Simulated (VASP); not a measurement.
# Pt2Se (Pnnm) in VASP: notebook, part 2 of 2

VASP 6.6.1. The steps go on from the part before.

**4. Single point, PBE**

This run uses another cell than the first one, of 17.34 Å³/atom, 1.008 times its volume.

File INCAR:

```
SYSTEM = Pt2Se
  PREC = Accurate
  ENCUT = 520
  EDIFF = 1E-7
  ISMEAR = 0
  SIGMA = 0.1
  LREAL = .False.
  LASPH = .True.
  NELM = 100
  ALGO = Normal
  ISIF = 2
  LWAVE = .False.
  LCHARG = .True.
  GGA = PE
  LELF = .True.
  LVHAR = .True.
  NBANDS = 35
```

File KPOINTS:

```
regular mesh
0
Gamma
  4 4 6
  0 0 0
```

File POSCAR:

```
Pt2Se
1.0
    3.9054003065      0.0000000000      0.0000000000
    0.0000000000      7.5895420166      0.0000000000
    0.0000000000      0.0000000000      3.5106756728
Pt Se
4 2
Direct
    0.1431864169      0.3237768998      0.0000000000
    0.8568135831      0.6762231002      0.0000000000
    0.6431864169      0.1762231002      0.5000000000
    0.3568135831      0.8237768998      0.5000000000
    0.0000000000      0.0000000000      0.0000000000
    0.5000000000      0.5000000000      0.5000000000
```

Potentials or basis: VASP PAW PBE potentials, release 64 (Pt, Se).

Command:

```
cat potpaw_PBE.64/Pt/POTCAR potpaw_PBE.64/Se/POTCAR > POTCAR
mpirun -np 1 vasp_std > vasp.out
```

OUTCAR:

```text
SYSTEM = Pt2Se
   PREC = Accurate
   ENCUT = 520
   EDIFF = 1E-7
   ISMEAR = 0
   LREAL = .False.
   LASPH = .True.
   NELM = 100
   ISIF = 2
   GGA = PE

 ion  position               nearest neighbor table
   1  0.143  0.324  0.000-   5 2.52   6 2.61   6 2.61   3 2.85   3 2.85   3 2.85   3 2.85   2 2.90

   2  0.857  0.676  0.000-   5 2.52   6 2.61   6 2.61   4 2.85   4 2.85   4 2.85   4 2.85   1 2.90

   3  0.643  0.176  0.500-   6 2.52   5 2.61   5 2.61   1 2.85   1 2.85   1 2.85   1 2.85   4 2.90

[... 1127 lines left out ...]
  -------------------------------------------------------------------------------------
  Total       -0.1486504     -0.1556352     -0.1269041     -0.0000000      0.0000000      0.0000000
  in kB       -2.2887844     -2.3963292     -1.9539541     -0.0000000      0.0000000      0.0000000
  external PRESSURE =      -2.2130225 kB  Pullay stress =       0.0000000 kB

 VOLUME and BASIS-vectors are now :
 -----------------------------------------------------------------------------
  energy-cutoff  :      520.00
  volume of cell :      104.06
      direct lattice vectors                 reciprocal lattice vectors
     3.905400306  0.000000000  0.000000000     0.256055698  0.000000000  0.000000000
     0.000000000  7.589542017  0.000000000     0.000000000  0.131760256  0.000000000
     0.000000000  0.000000000  3.510675673     0.000000000  0.000000000  0.284845452

 POSITION                                       TOTAL-FORCE (eV/Angst)
 -----------------------------------------------------------------------------------
      0.55920      2.45732      0.00000        -0.004918     -0.015444      0.000000
      3.34620      5.13222      0.00000         0.004918      0.015444     -0.000000
      2.51190      1.33745      1.75534        -0.004918      0.015444      0.000000
      1.39350      6.25209      1.75534         0.004918     -0.015444     -0.000000
      0.00000      0.00000      0.00000         0.000000      0.000000      0.000000
      1.95270      3.79477      1.75534         0.000000      0.000000      0.000000
 -----------------------------------------------------------------------------------
    total drift:                               -0.000000      0.000000     -0.000000

  FREE ENERGIE OF THE ION-ELECTRON SYSTEM (eV)
  ---------------------------------------------------
  free  energy   TOTEN  =       -30.7644663117 eV

  energy  without entropy=      -30.7450016379  energy(sigma->0) =      -30.75473397
```

OSZICAR:

```text
N       E                     dE             d eps       ncg     rms          rms(c)
DAV:   1     0.301208276382E+03    0.30121E+03   -0.25659E+04  2520   0.140E+03
DAV:   2    -0.176744493355E+02   -0.31888E+03   -0.30388E+03  2885   0.288E+02
DAV:   3    -0.315637708212E+02   -0.13889E+02   -0.13511E+02  2978   0.545E+01
DAV:   4    -0.317316226308E+02   -0.16785E+00   -0.16735E+00  2794   0.647E+00
DAV:   5    -0.317336081457E+02   -0.19855E-02   -0.19852E-02  2803   0.719E-01    0.200E+01
DAV:   6    -0.308912176632E+02    0.84239E+00   -0.29825E+00  2637   0.105E+01    0.116E+01
DAV:   7    -0.307886459266E+02    0.10257E+00   -0.31646E-01  2688   0.323E+00    0.416E+00
DAV:   8    -0.307678868931E+02    0.20759E-01   -0.14124E-01  2699   0.226E+00    0.682E-01
DAV:   9    -0.307648005430E+02    0.30864E-02   -0.13515E-02  2619   0.529E-01    0.195E-01
DAV:  10    -0.307644631964E+02    0.33735E-03   -0.16685E-03  2742   0.241E-01    0.697E-02
DAV:  11    -0.307644668536E+02   -0.36572E-05   -0.66987E-05  2742   0.371E-02    0.125E-02
DAV:  12    -0.307644665611E+02    0.29255E-06   -0.87860E-06  2767   0.136E-02    0.337E-03
DAV:  13    -0.307644664540E+02    0.10714E-06   -0.90114E-07  2689   0.466E-03    0.282E-03
DAV:  14    -0.307644662785E+02    0.17544E-06   -0.54646E-08  1479   0.113E-03    0.120E-03
DAV:  15    -0.307644663117E+02   -0.33184E-07   -0.14165E-08  1392   0.652E-04
   1 F= -.30764466E+02 E0= -.30754734E+02  d E =-.194647E-01
```

stdout:

```text
POSCAR found type information on POSCAR PtSe
 POSCAR found :  2 types and       6 ions
 scaLAPACK will be used
 LDA part: xc-table for (Slater+PW92), standard interpolation
 POSCAR, INCAR and KPOINTS ok, starting setup
 FFT: planning ... GRIDC
 FFT: planning ... GRID_SOFT
 FFT: planning ... GRID
 WAVECAR not read
 entering main loop
```

Run time: 2 min. Hardware: 1 thread of Intel Xeon Platinum 8259CL at 2.50GHz (Skylake/Cascade Lake), shared host; peak memory 0.26 GiB.

Results:

```yaml
Free_energy: -30.7645 eV
Pressure: -0.2 GPa
Largest_force: 0.016 eV/Å
Band_gap_on_the_k_mesh: zero (band 26 reaches 9.10 eV, above the bottom of band 27 at 8.54 eV)
```

Forces in eV/Å, atoms in the order of the input:
```
Pt  -0.005 -0.015  0.000
Pt   0.005  0.015  0.000
Pt  -0.005  0.015  0.000
Pt   0.005 -0.015  0.000
Se   0.000  0.000  0.000
Se   0.000  0.000  0.000
```

Caveat: the k points lie up to 0.40 Å⁻¹ apart; spin-orbit coupling is left out, which moves the levels of the heavy elements.

**5. The runs side by side**

| cell | k mesh | gap on the mesh (eV) | pressure (GPa) | largest force (eV/Å) |
| --- | --- | --- | --- | --- |
| a = 4.806, b = 5.866, c = 3.662 Å, 6 atoms | 4 × 4 × 6 | none | 27.5 | 2.55 |
| a = 3.880, b = 7.574, c = 3.539 Å, 6 atoms | 10 × 6 × 10 | none | -0.1 | 0.01 |
| a = 3.905, b = 7.590, c = 3.511 Å, 6 atoms | 4 × 4 × 6 | none | -0.2 | 0.02 |

Alike in all rows: task single point; level PBE; potentials or basis VASP PAW PBE potentials, release 64 (Pt, Se); no spin polarisation; cutoff (eV) 520; smearing gaussian 0.1 eV.

Caveats: some runs use coarse meshes; spin-orbit coupling is left out, which moves the levels of the heavy elements; forces of over 1 eV/Å act on the atoms, so gaps and moduli don't describe the material at rest (some runs).

Absolute energies hang on the potentials; compare differences alone.
